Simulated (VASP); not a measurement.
**GaN (NiAs type): single point with PBE**

The system is GaN (NiAs type).

```
Ga N
1.0
     2.62556    0.00000    0.00000
    -1.31278    2.27380    0.00000
     0.00000    0.00000    4.59595
Ga N
2 2
Cartesian
  0.0000 0.0000 0.0000
  0.0000 0.0000 2.2980
  0.0000 1.5159 1.1490
  1.3128 0.7579 3.4470
```

```yaml
Program: VASP 6.6.1
Task: single point
Functional: PBE
Potentials_or_basis: VASP PAW PBE potentials, release 64 (Ga_d, N)
Cutoff: 520 eV
k_mesh: 12 × 12 × 7
Occupations: fermi-dirac, width 0.1 eV
Spin: no spin polarisation
```

The pressure is 171.6 GPa and the band gap on the k mesh is 3.18 eV, indirect (least direct gap 5.09 eV).

Stress tensor (GPa, compression positive):
```
171.50   0.00   0.00
  0.00 171.50   0.00
  0.00   0.00 171.72
```

Levels at points of the mesh, in eV from the valence-band top:
```csv
k point,band 16,band 17,band 18,band 19,band 20,band 21
"(0.00, 0.00, 0.00)",-1.03,-0.01,-0.01,5.88,6.84,12.95
"(0.50, 0.00, 0.00)",-4.23,-3.35,-0.32,5.75,6.64,7.16
```

Run time: 71 s on 1 thread of AMD EPYC 7R43 64-Core Processor (Zen 3) (shared host), peak memory 0.13 GiB.

A k mesh can miss the band edges. Expect the measured gap to be larger: semilocal functionals such as PBE lack the derivative discontinuity.
